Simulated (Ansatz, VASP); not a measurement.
## SiNi: VASP beside Ansatz

```
Si Ni
1.0
    -3.05528    0.00000    0.00000
     0.00000   -3.25831    0.00000
     0.00000    0.00000   15.12817
Si Ni
6 6
Cartesian
  -1.5276 -1.6292 1.6164
  -1.5276 -1.6292 6.3258
  -1.5276 -1.6292 11.0352
  0.0000 0.0000 12.5122
  0.0000 0.0000 3.0934
  0.0000 0.0000 7.8028
  -1.5276 -1.6292 13.3858
  -1.5276 -1.6292 3.9670
  -1.5276 -1.6292 8.6764
  0.0000 0.0000 0.7429
  0.0000 0.0000 5.4523
  0.0000 0.0000 10.1617
```

Alike in both runs: task single point; functional PBE; k mesh 15 × 14 × 4; occupations gaussian, width 0.15 eV; no spin polarisation.

|  | VASP | Ansatz |
| --- | --- | --- |
| version | VASP 6.6.1 | Ansatz 0.2.0 |
| potentials or method | VASP PAW PBE potentials, release 64 (Si, Ni), cutoff 520 eV | scalar-relativistic, plane waves, PAW |
| valence electrons in the cell | 84 | 132 |

VASP gave:

- gap on the k mesh at the Fermi level (eV): none
- pressure (GPa): -3.9
- traceless stress, the component that is largest in VASP (GPa): -0.65
- rms of the force components (eV/Å): 0.242

Task: Estimate Ansatz's values.

Result: gap on the k mesh at the Fermi level (eV): none; pressure (GPa): -4.0; traceless stress, the component that is largest in VASP (GPa): -0.78; rms of the force components (eV/Å): 0.245.

Atom by atom the forces differ by 0.004 eV/Å (rms over components). A gap of «none» marks a metal or a gap that the smearing closes. VASP's potentials hold 84 valence electrons a cell and Ansatz's 132, so a difference there can come from the potentials and not from the codes.
